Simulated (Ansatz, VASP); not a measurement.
**One calculation of SiNi3, two programs**

```xyz
4
Lattice="3.5063 0.0000 0.0000 0.0000 3.5063 0.0000 0.0000 0.0000 3.6114" Properties=species:S:1:pos:R:3 pbc="T T T"
Si    0.0000    0.0000    0.0000
Ni    0.0000    1.7531    1.8057
Ni    1.7531    0.0000    1.8057
Ni    1.7531    1.7531    0.0000
```

Change from the starting cell: strain along c alone, the other axes held, atoms relaxed: +3.0 %.

Alike in both runs: task single point; functional PBE; k mesh 14 × 14 × 14; occupations gaussian, width 0.1 eV; no spin polarisation.

|  | VASP | Ansatz |
| --- | --- | --- |
| version | VASP 6.6.1 | Ansatz 0.2.0 |
| potentials or method | VASP PAW PBE potentials, release 64 (Si, Ni), cutoff 600 eV | scalar-relativistic, plane waves, PAW |
| valence electrons in the cell | 34 | 58 |

|  | VASP | Ansatz | Ansatz less VASP |
| --- | --- | --- | --- |
| gap on the k mesh at the Fermi level (eV) | none | none | - |
| pressure (GPa) | -5.8 | -5.8 | +0.02 |
| traceless stress, the component that is largest in VASP (GPa) | -2.95 | -3.02 | -0.061 |

A gap of «none» marks a metal or a gap that the smearing closes. The functional is the same, so the differences come from potentials, cutoffs and numerics. VASP's potentials hold 34 valence electrons a cell and Ansatz's 58, so a difference there can come from the potentials and not from the codes.
